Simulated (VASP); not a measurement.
The system is Ti.

```
Ti
1.0
     2.95000    0.00000    0.00000
    -1.47500    2.55477    0.00000
     0.00000    0.00000    4.68000
Ti
2
Direct
  0.33333 0.66667 0.25000
  0.66667 0.33333 0.75000
```

Base run:

* Program: VASP 6.6.1
* Functional: BLYP
* Potentials or basis: VASP PAW PBE potentials, release 64 (Ti_sv)
* Cutoff: 500 eV
* k mesh: 12 × 12 × 7
* Occupations: fermi-dirac, width 0.05 eV
* Spin: no spin polarisation

Its results: band gap on the k mesh zero (band 12 reaches 9.33 eV, above the bottom of band 13 at 8.34 eV); pressure 0.9 GPa.

The run is repeated on the same cell with these changes: functional from BLYP to PBEsol. What comes out?

Band gap on the k mesh zero (band 12 reaches 8.81 eV, above the bottom of band 13 at 7.76 eV); pressure -5.9 GPa.

PBEsol binds more tightly than BLYP, so the same cell stands under less pressure.

Caveats: the PAW data sets were made with another functional, which shifts forces and pressure a little.
